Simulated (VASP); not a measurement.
# Co (Fd-3m) in VASP: a series of runs, part 2 of 2

VASP 6.6.1. Earlier steps stand in the parts before.

## 5. Single point, revPBE, collinear spin, ferromagnetic start (16.12 Å³/atom)

This run uses another cell than the first one, of 16.12 Å³/atom.

INCAR

```
PREC     = Accurate       # precision mode
ENCUT    = 520            # plane-wave cutoff, eV
EDIFF    = 1E-6           # SCF threshold, eV
ISMEAR   = -1             # smearing method
SIGMA    = 0.05           # smearing width, eV
LREAL    = F              # projectors in reciprocal space
LASPH    = T              # aspherical terms in the spheres
NELM     = 150            # most SCF steps
ALGO     = Normal         # electronic algorithm
ISIF     = 2              # what is computed and relaxed
LWAVE    = F              # write WAVECAR
LCHARG   = F              # write CHGCAR
ISPIN    = 2              # spin polarisation
MAGMOM   = 1.777 1.777    # initial moments
LORBIT   = 11             # projections on sites
LMAXMIX  = 4              # l up to which the mixer works
GGA      = RE             # functional
NBANDS   = 20             # bands
```

KPOINTS

```
regular mesh
0
Gamma
  12 12 12
```

POSCAR

```
Co
1.0
    0.0000000000      2.5259587708      2.5259587708
    2.5259587708      0.0000000000      2.5259587708
    2.5259587708      2.5259587708      0.0000000000
Co
2
Direct
    0.1250000000      0.1250000000      0.1250000000
    0.8750000000      0.8750000000      0.8750000000
```

Started as:

```console
cat potpaw_PBE.64/Co/POTCAR > POTCAR
mpirun -np 1 vasp_std > vasp.out
```

It took 2.8 min on 1 thread of Intel Xeon 8259CL, shared host; peak memory 0.22 GiB.

Results (log left out):

```
Free energy                                           : -10.7768 eV
Pressure                                              : 3.5 GPa
Net moment                                            : 3.44 μB per cell
Site moments                                          : Co +1.72 μB
Valence electrons inside the program's atomic spheres : Co 8.21
```

Levels at points of the mesh, in eV from the Fermi level:
Spin up:
| k point | band 7 | band 8 | band 9 | band 10 | band 11 | band 12 | band 13 | band 14 | band 15 | band 16 |
| --- | --- | --- | --- | --- | --- | --- | --- | --- | --- | --- |
| (0.00, 0.00, 0.00) | -1.62 | -1.62 | -1.62 | -0.66 | -0.66 | 12.35 | 12.35 | 12.35 | 12.71 | 12.71 |
| (0.50, 0.00, 0.00) | -1.37 | -1.36 | -1.36 | -0.71 | -0.71 | 0.74 | 9.02 | 9.02 | 12.23 | 12.92 |
| (0.50, 0.50, 0.00) | -2.00 | -2.00 | -0.55 | -0.55 | 1.25 | 1.25 | 4.69 | 4.69 | 9.71 | 9.71 |
Spin down:
| k point | band 5 | band 6 | band 7 | band 8 | band 9 | band 10 |
| --- | --- | --- | --- | --- | --- | --- |
| (0.00, 0.00, 0.00) | -1.71 | -1.71 | 0.02 | 0.02 | 0.02 | 1.47 |
| (0.50, 0.00, 0.00) | -1.64 | -1.64 | -1.14 | 0.58 | 0.58 | 1.17 |
| (0.50, 0.50, 0.00) | -1.38 | -1.38 | -0.08 | -0.08 | 1.31 | 1.31 |

Caveat: the cell stands under pressure; the PAW data sets were made with another functional, which shifts forces and pressure a little.

## 6. Single point, revPBE, collinear spin, ferromagnetic start (16.79 Å³/atom)

INCAR

```
SYSTEM = Co
PREC     = Accurate       ! precision mode
ENCUT    = 520            ! plane-wave cutoff, eV
EDIFF    = 1E-6           ! SCF threshold, eV
ISMEAR   = -1             ! smearing method
SIGMA    = 0.05           ! smearing width, eV
LREAL    = .FALSE.        ! projectors in reciprocal space
LASPH    = .TRUE.         ! aspherical terms in the spheres
NELM     = 150            ! most SCF steps
ALGO     = Normal         ! electronic algorithm
ISIF     = 2              ! what is computed and relaxed
LWAVE    = .FALSE.        ! write WAVECAR
LCHARG   = .FALSE.        ! write CHGCAR
ISPIN    = 2              ! spin polarisation
MAGMOM   = 1.777 1.777    ! initial moments
LORBIT   = 11             ! projections on sites
LMAXMIX  = 4              ! l up to which the mixer works
GGA      = RE             ! functional
NBANDS   = 20             ! bands
```

KPOINTS

```
regular mesh
0
G
  12 12 12
  0 0 0
```

POSCAR

```
Co
1.0
    0.0000000000      2.5605652461      2.5605652461
    2.5605652461      0.0000000000      2.5605652461
    2.5605652461      2.5605652461      0.0000000000
Co
2
Direct
    0.1250000000      0.1250000000      0.1250000000
    0.8750000000      0.8750000000      0.8750000000
```

Potentials or basis: VASP PAW PBE potentials, release 64 (Co).

Started as:

```console
cat potpaw_PBE.64/Co/POTCAR > POTCAR
mpirun -np 1 vasp_std > vasp.out
```

OUTCAR:

```text
SYSTEM = Co
   PREC = Accurate
   ENCUT = 520
   EDIFF = 1E-6
   ISMEAR = -1
   LREAL = .FALSE.
   LASPH = .TRUE.
   NELM = 150
   ISIF = 2
   ISPIN = 2
   LORBIT = 11
   GGA = RE

 ion  position               nearest neighbor table
   1  0.125  0.125  0.125-   2 2.22   2 2.22   2 2.22   2 2.22
   2  0.875  0.875  0.875-   1 2.22   1 2.22   1 2.22   1 2.22

  LATTYP: Found a face centered cubic cell.
 ALAT       =     5.1211304922

  Lattice vectors:

 A1 = (   0.0000000000,   2.5605652461,   2.5605652461)
 A2 = (   2.5605652461,   0.0000000000,   2.5605652461)
 A3 = (   2.5605652461,   2.5605652461,   0.0000000000)

Analysis of symmetry for initial positions (statically):
[... 1320 lines left out ...]
  energy-cutoff  :      520.00
  volume of cell :       33.58
      direct lattice vectors                 reciprocal lattice vectors
     0.000000000  2.560565246  2.560565246    -0.195269385  0.195269385  0.195269385
     2.560565246  0.000000000  2.560565246     0.195269385 -0.195269385  0.195269385
     2.560565246  2.560565246  0.000000000     0.195269385  0.195269385 -0.195269385

 POSITION                                       TOTAL-FORCE (eV/Angst)
 -----------------------------------------------------------------------------------
      0.64014      0.64014      0.64014         0.000000     -0.000000     -0.000000
      4.48099      4.48099      4.48099        -0.000000      0.000000      0.000000
 -----------------------------------------------------------------------------------
    total drift:                                0.000000      0.000000     -0.000000

  FREE ENERGIE OF THE ION-ELECTRON SYSTEM (eV)
  ---------------------------------------------------
  free  energy   TOTEN  =       -10.7887655171 eV

  energy  without entropy=      -10.7725758995  energy(sigma->0) =      -10.78067071

 total charge

# of ion       s       p       d       tot
------------------------------------------
    1        0.525   0.334   7.299   8.158
    2        0.525   0.334   7.299   8.158
--------------------------------------------------
tot          1.049   0.668  14.599  16.316

 magnetization (x)

# of ion       s       p       d       tot
------------------------------------------
    1       -0.031  -0.017   1.785   1.737
    2       -0.031  -0.017   1.785   1.737
--------------------------------------------------
tot         -0.061  -0.034   3.570   3.475
```

OSZICAR:

```text
N       E                     dE             d eps       ncg     rms          rms(c)
DAV:   1     0.915862418867E+02    0.91586E+02   -0.76693E+03  5800   0.105E+03
DAV:   2    -0.741478698303E+01   -0.99001E+02   -0.88200E+02  5788   0.204E+02
DAV:   3    -0.117817038647E+02   -0.43669E+01   -0.41797E+01  6508   0.544E+01
DAV:   4    -0.118465096257E+02   -0.64806E-01   -0.64753E-01  7008   0.602E+00
DAV:   5    -0.118484044639E+02   -0.18948E-02   -0.18947E-02  6848   0.954E-01    0.106E+01
DAV:   6    -0.114830590439E+02    0.36535E+00   -0.90420E+00  6764   0.495E+01    0.927E+00
DAV:   7    -0.107531677252E+02    0.72989E+00   -0.22445E+00  6916   0.233E+01    0.351E+00
DAV:   8    -0.107928181594E+02   -0.39650E-01   -0.51562E-02  7812   0.198E+00    0.186E+00
DAV:   9    -0.107791383448E+02    0.13680E-01   -0.20341E-02  7108   0.165E+00    0.118E+00
DAV:  10    -0.107821616056E+02   -0.30233E-02   -0.13952E-03  6392   0.389E-01    0.983E-01
DAV:  11    -0.107885504078E+02   -0.63888E-02   -0.40210E-03  7516   0.917E-01    0.998E-02
DAV:  12    -0.107887490416E+02   -0.19863E-03   -0.49798E-04  6000   0.174E-01    0.331E-02
DAV:  13    -0.107887599441E+02   -0.10903E-04   -0.38157E-05  6468   0.409E-02    0.326E-02
DAV:  14    -0.107887664079E+02   -0.64638E-05   -0.78550E-06  6520   0.263E-02    0.128E-02
DAV:  15    -0.107887655171E+02    0.89078E-06   -0.23063E-06  6452   0.171E-02
   1 F= -.10788766E+02 E0= -.10780671E+02  d E =-.161896E-01  mag=     3.4704
```

stdout:

```text
POSCAR found type information on POSCAR Co
 POSCAR found :  1 types and       2 ions
 scaLAPACK will be used
 -----------------------------------------------------------------------------
|                                                                             |
|                                                                             |
|     You enforced a specific xc type in the INCAR file but a different       |
|     I HOPE YOU KNOW WHAT YOU ARE DOING!                                     |
|                                                                             |
 -----------------------------------------------------------------------------

 LDA part: xc-table for (Slater+PW92), standard interpolation
 POSCAR, INCAR and KPOINTS ok, starting setup
 FFT: planning ... GRIDC
 FFT: planning ... GRID_SOFT
 FFT: planning ... GRID
 WAVECAR not read
 entering main loop
```

Wall time 2.4 min (1 thread of Intel Xeon 8259CL, shared host); peak memory 0.21 GiB.

What came out:

```yaml
Free_energy: -10.7888 eV
Pressure: -0.5 GPa
Net_moment: 3.47 μB per cell
Site_moments: Co +1.74 μB
Valence_electrons_inside_the_program's_atomic_spheres: Co 8.16
```

Levels at points of the mesh, in eV from the Fermi level:
Spin up:
```csv
k point,band 7,band 8,band 9,band 10,band 11,band 12,band 13,band 14,band 15,band 16
"(0.00, 0.00, 0.00)",-1.63,-1.63,-1.63,-0.75,-0.75,11.93,11.93,11.93,12.34,12.34
"(0.50, 0.00, 0.00)",-1.40,-1.40,-1.30,-0.79,-0.79,0.60,8.71,8.71,12.03,12.59
"(0.50, 0.50, 0.00)",-2.00,-2.00,-0.63,-0.63,1.14,1.14,4.56,4.56,9.41,9.41
```
Spin down:
| k point | band 3 | band 4 | band 5 | band 6 | band 7 | band 8 | band 9 | band 10 | band 11 | band 12 |
| --- | --- | --- | --- | --- | --- | --- | --- | --- | --- | --- |
| (0.00, 0.00, 0.00) | -1.66 | -1.66 | -1.61 | -1.61 | 0.03 | 0.03 | 0.03 | 1.40 | 1.40 | 12.34 |
| (0.50, 0.00, 0.00) | -1.60 | -1.60 | -1.54 | -1.54 | -1.12 | 0.56 | 0.56 | 1.11 | 1.11 | 2.09 |
| (0.50, 0.50, 0.00) | -1.53 | -1.53 | -1.38 | -1.38 | -0.06 | -0.06 | 1.25 | 1.25 | 2.39 | 2.39 |

Caveat: the PAW data sets were made with another functional, which shifts forces and pressure a little.

## 7. Overview

| cell | k mesh | gap on the mesh (eV) | pressure (GPa) | moment (μB) |
| --- | --- | --- | --- | --- |
| a = 3.621 Å, angles 60.0°, 2 atoms | 11 × 11 × 11 | none | -0.5 | 3.47 |
| a = 3.470 Å, angles 60.0°, 2 atoms | 12 × 12 × 12 | none | 7.8 | 2.07 |
| a = 3.522 Å, angles 60.0°, 2 atoms | 12 × 12 × 12 | none | 8.6 | 3.41 |
| a = 3.572 Å, angles 60.0°, 2 atoms | 12 × 12 × 12 | none | 3.5 | 3.44 |
| a = 3.621 Å, angles 60.0°, 2 atoms | 12 × 12 × 12 | none | -0.5 | 3.47 |

Alike in all rows: task single point; level revPBE; potentials or basis VASP PAW PBE potentials, release 64 (Co); spin collinear, ferromagnetic start; cutoff (eV) 520; smearing fermi-dirac 0.05 eV.

Caveats: the PAW data sets were made with another functional, which shifts forces and pressure a little; the cell stands under pressure (at least some runs).

Absolute energies hang on the potentials; compare differences alone.
